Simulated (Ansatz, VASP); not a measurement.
LiOs in VASP and in Ansatz

```xyz
2
Lattice="0.0000 2.3461 2.3461 2.3461 0.0000 2.3461 2.3461 2.3461 0.0000" Properties=species:S:1:pos:R:3 pbc="T T T"
Li    0.0000    0.0000    0.0000
Os    2.3461    2.3461    2.3461
```

Alike in both runs: task relaxation of cell and atoms; functional r2SCAN; k mesh 6 × 6 × 6; occupations gaussian, width 0.1 eV; no spin polarisation.

|  | VASP | Ansatz |
| --- | --- | --- |
| version | VASP 6.6.1 | Ansatz 0.2.0 |
| potentials or method | VASP PAW PBE potentials, release 64 (Li_sv, Os_sv_GW), cutoff 830 eV | scalar-relativistic, plane waves, PAW |
| valence electrons in the cell | 19 | 19 |

VASP gave:

- gap on the k mesh at the Fermi level, each at its own relaxed structure (eV): none
- relaxed volume (Å³/atom): 11.99
- relaxed cell length with the largest relative difference (Å): 3.237

Q: What did Ansatz give for the same quantities?

A: gap on the k mesh at the Fermi level, each at its own relaxed structure (eV): none; relaxed volume (Å³/atom): 11.86; relaxed cell length with the largest relative difference (Å): 3.225.

VASP's potentials were made for PBE, not for r2SCAN. A gap of «none» marks a metal or a gap that the smearing closes.

The k mesh is coarse, so the values compare programs but aren't converged. Neither program's run includes spin-orbit coupling.
